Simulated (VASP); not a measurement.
# Rh (Fm-3m) in VASP: further runs

Rh is run at these levels: LDA; tasks: single point.

All numbers are computed with VASP 6.6.1; they aren't measurements. Logs are shortened: lines on timing, memory, paths and dates and some standing lists are left out, and cuts for length are marked.

### Step 1. The cell of the first run

It takes space group Fm-3m (No. 225, cubic). The conventional cell has a = 3.677 Å, b = 3.677 Å, c = 3.677 Å, α = 90.00°, β = 90.00°, γ = 90.00°. Rh (site symmetry m-3m) has 12 Rh at 2.60 Å within 3.4 Å.

### Step 2. Single point, LDA, collinear spin (12.43 Å³/atom)

File INCAR:

```
ALGO     = Normal         # electronic algorithm
EDIFF    = 1E-7           # SCF threshold, eV
ENCUT    = 520            # plane-wave cutoff, eV
GGA      = CA             # functional
ISIF     = 2              # what is computed and relaxed
ISMEAR   = 0              # smearing method
ISPIN    = 2              # spin polarisation
LASPH    = T              # aspherical terms in the spheres
LCHARG   = F              # write CHGCAR
LMAXMIX  = 4              # l up to which the mixer works
LORBIT   = 11             # projections on sites
LREAL    = F              # projectors in reciprocal space
LWAVE    = F              # write WAVECAR
MAGMOM   = 0.125          # initial moments
NBANDS   = 18             # bands
NELM     = 150            # most SCF steps
NUPDOWN  = 0.125          # fixed moment
PREC     = Accurate       # precision mode
SIGMA    = 0.15           # smearing width, eV
```

File KPOINTS:

```
k-points
0
Gamma
  22 22 22
```

File POSCAR:

```
Rh
1.0
    0.0000000000      1.8387187836      1.8387187836
    1.8387187836      0.0000000000      1.8387187836
    1.8387187836      1.8387187836      0.0000000000
Rh
1
Direct
    0.0000000000      0.0000000000      0.0000000000
```

Potentials or basis: VASP PAW LDA potentials, release 64 (Rh_pv).

The run is started by

```sh
cat potpaw_LDA.64/Rh_pv/POTCAR > POTCAR
mpirun -np 1 vasp_std > vasp.out
```

OUTCAR:

```text
EDIFF = 1E-7
   ENCUT = 520
   GGA = CA
   ISIF = 2
   ISMEAR = 0
   ISPIN = 2
   LASPH = T
   LORBIT = 11
   LREAL = F
   NELM = 150
   NUPDOWN = 0.125
   PREC = Accurate

 ion  position               nearest neighbor table
   1  0.000  0.000  0.000-

  LATTYP: Found a face centered cubic cell.
 ALAT       =     3.6774375672

  Lattice vectors:

 A1 = (   0.0000000000,   1.8387187836,   1.8387187836)
 A2 = (   1.8387187836,   0.0000000000,   1.8387187836)
 A3 = (   1.8387187836,   1.8387187836,   0.0000000000)

Analysis of symmetry for initial positions (statically):
=====================================================================
 Subroutine PRICEL returns:
 Original cell was already a primitive cell.

 Routine SETGRP: Setting up the symmetry group for a
 face centered cubic supercell.

 Subroutine GETGRP returns: Found 48 space group operations
 (whereof 48 operations were pure point group operations)
 out of a pool of 48 trial point group operations.

The static configuration has the point symmetry O_h .

Analysis of symmetry for dynamics (positions and initial velocities):
=====================================================================
 Subroutine PRICEL returns:
 Original cell was already a primitive cell.

 Routine SETGRP: Setting up the symmetry group for a
 face centered cubic supercell.

 Subroutine GETGRP returns: Found 48 space group operations
 (whereof 48 operations were pure point group operations)
 out of a pool of 48 trial point group operations.

The dynamic configuration has the point symmetry O_h .

Analysis of structural, dynamic, and magnetic symmetry:
=====================================================================
 Subroutine PRICEL returns:
 Original cell was already a primitive cell.

 Routine SETGRP: Setting up the symmetry group for a
 face centered cubic supercell.

 Subroutine GETGRP returns: Found 48 space group operations
 (whereof 48 operations were pure point group operations)
 out of a pool of 48 trial point group operations.

The overall configuration has the point symmetry O_h .

 Subroutine INISYM returns: Found 48 space group operations
 (whereof 48 operations are pure point group operations),
 and found     1 'primitive' translations

----------------------------------------------------------------------------------------

                                     Primitive cell

  volume of cell :      12.4330

  direct lattice vectors                    reciprocal lattice vectors
     0.000000000  1.838718784  1.838718784    -0.271928478  0.271928478  0.271928478
[... 99 lines left out ...]
   ISMEAR =     0;   SIGMA  =   0.15  broadening in eV -4-tet -1-fermi 0-gaus
   EFERMI_NEDOS =   21; number of points for ismear=-14 and -15
   IALGO  =     38    algorithm
   IMIX   =      4    mixing-type and parameters
     AMIX     =   0.40;   BMIX     =  1.00
     AMIX_MAG =   1.60;   BMIX_MAG =  1.00
  volume/ion in A,a.u.               =      12.43        83.90
  Fermi-wavevector in a.u.,A,eV,Ry     =   1.742796  3.293407 41.325501  3.037339
  Thomas-Fermi vector in A             =   2.814992
   LORBIT       =     11    0 simple, 1 ext, 2 COOP (PROOUT), +10 PAW based schemes
   GGA     = CA    functional components
   LHFCALC =     F    Hartree Fock is set to
   AEXX    =    0.0000 exact exchange contribution
   IVDW    =     0    specifies the selected vdW correction
   LEPSILON=     F    determine dielectric tensor
   LRPA    =     F    only Hartree local field effects (RPA)
 spin polarized calculation
 Gauss-broadening in eV      SIGMA  =   0.15
  energy-cutoff  :      520.00
  volume of cell :       12.43
 maximum number of plane-waves:       344
   NGX =  9   NGY =  9   NGZ =  9

 number of electron      14.9999998 magnetization       0.1250000

 Free energy of the ion-electron system (eV)
  ---------------------------------------------------
  ext. energy  EPLUGINS =         0.00000000
  ---------------------------------------------------
  free energy    TOTEN  =        -8.62729880 eV

  energy without entropy =       -8.61511293  energy(sigma->0) =       -8.62120587

 E-fermi :  13.6013     XC(G=0): -15.0013

 val. band max:       13.7394835270   @ k =  -0.4545   0.4545   0.0000
 cond. band min:      13.6228274928   @ k =   0.4545   0.3636   0.0455
 fundamental gap:     -0.1166560342
 Fermi energy:        13.7425728108

 spin component 1

 k-point     1 :       0.0000    0.0000    0.0000
  band No.  band energies     occupation
      1     -32.7090      1.00000
      2     -32.7090      1.00000
      3     -32.7090      1.00000
      4       4.8751      1.00000
      5      10.0075      1.00000
      6      10.0075      1.00000
[... 493 lines left out ...]
     17      47.6137      0.00000
     18      54.1437      0.00000

 [... further k-points ...]

 spin component 2

 k-point     1 :       0.0000    0.0000    0.0000
  band No.  band energies     occupation
      1     -32.6182      1.00000
      2     -32.6182      1.00000
      3     -32.6182      1.00000
      4       4.9045      1.00000
      5      10.0816      1.00000
      6      10.0816      1.00000
[... 493 lines left out ...]
     17      47.6453      0.00000
     18      54.1797      0.00000

 [... further k-points ...]

------------------------ aborting loop because EDIFF is reached ----------------------------------------

  FORCE on cell =-STRESS in cart. coord.  units (eV):
  Direction    XX          YY          ZZ          XY          YZ          ZX
  --------------------------------------------------------------------------------------
  -------------------------------------------------------------------------------------
  Total        1.8803726      1.8803726      1.8803726      0.0000000      0.0000000      0.0000000
  in kB      242.3140348    242.3140348    242.3140348      0.0000000      0.0000000      0.0000000
  external PRESSURE =     242.3140348 kB  Pullay stress =       0.0000000 kB

 VOLUME and BASIS-vectors are now :
 -----------------------------------------------------------------------------
  energy-cutoff  :      520.00
  volume of cell :       12.43
      direct lattice vectors                 reciprocal lattice vectors
     0.000000000  1.838718784  1.838718784    -0.271928478  0.271928478  0.271928478
     1.838718784  0.000000000  1.838718784     0.271928478 -0.271928478  0.271928478
     1.838718784  1.838718784  0.000000000     0.271928478  0.271928478 -0.271928478

 POSITION                                       TOTAL-FORCE (eV/Angst)
 -----------------------------------------------------------------------------------
      0.00000      0.00000      0.00000        -0.000000      0.000000     -0.000000
 -----------------------------------------------------------------------------------
    total drift:                                0.000000      0.000000      0.000000

  FREE ENERGIE OF THE ION-ELECTRON SYSTEM (eV)
  ---------------------------------------------------
  free  energy   TOTEN  =        -8.6272988023 eV

  energy  without entropy=       -8.6151129289  energy(sigma->0) =       -8.62120587

 total charge

# of ion       s       p       d       tot
------------------------------------------
    1        0.461   6.375   7.161  13.996

 magnetization (x)

# of ion       s       p       d       tot
------------------------------------------
    1        0.000   0.001   0.121   0.122
```

OSZICAR:

```text
N       E                     dE             d eps       ncg     rms          rms(c)
DAV:   1     0.130108720078E+03    0.13011E+03   -0.78316E+03 23938   0.907E+02
DAV:   2    -0.659108130424E+01   -0.13670E+03   -0.12924E+03 25152   0.300E+02
DAV:   3    -0.916133151930E+01   -0.25703E+01   -0.25560E+01 26768   0.431E+01
DAV:   4    -0.916886541827E+01   -0.75339E-02   -0.75333E-02 25948   0.237E+00
DAV:   5    -0.916889961691E+01   -0.34199E-04   -0.34199E-04 25638   0.144E-01    0.138E+01
DAV:   6    -0.866368304421E+01    0.50522E+00   -0.44590E-01 24592   0.953E+00    0.518E+00
DAV:   7    -0.863311999686E+01    0.30563E-01   -0.16196E-02 25918   0.163E+00    0.214E+00
DAV:   8    -0.862729176987E+01    0.58282E-02   -0.50762E-03 25124   0.844E-01    0.369E-01
DAV:   9    -0.862732371009E+01   -0.31940E-04   -0.92006E-05 25546   0.101E-01    0.846E-02
DAV:  10    -0.862729574245E+01    0.27968E-04   -0.22462E-05 25856   0.593E-02    0.377E-02
DAV:  11    -0.862729860585E+01   -0.28634E-05   -0.15098E-06 24720   0.114E-02    0.905E-03
DAV:  12    -0.862729880845E+01   -0.20260E-06   -0.17145E-07 24392   0.462E-03    0.995E-04
DAV:  13    -0.862729880225E+01    0.61996E-08   -0.45129E-09 13064   0.700E-04
   1 F= -.86272988E+01 E0= -.86212059E+01  d E =-.121859E-01  mag=     0.1250
```

Wall time 90 s (1 thread of Intel Xeon 6975P-C (Granite Rapids), shared host); peak memory 0.21 GiB.

Results:

| Property | Result |
| --- | --- |
| Free energy | -8.6273 eV |
| Pressure | 24.2 GPa |
| Net moment | 0.12 μB per cell |
| Site moments | Rh +0.12 μB |
| Valence electrons inside the program's atomic spheres | Rh 14.00 |

Caveat: the cell stands under pressure; the total moment is fixed, so each spin has its own Fermi level and the state may be an excited one.

[end of part 1 of 2]
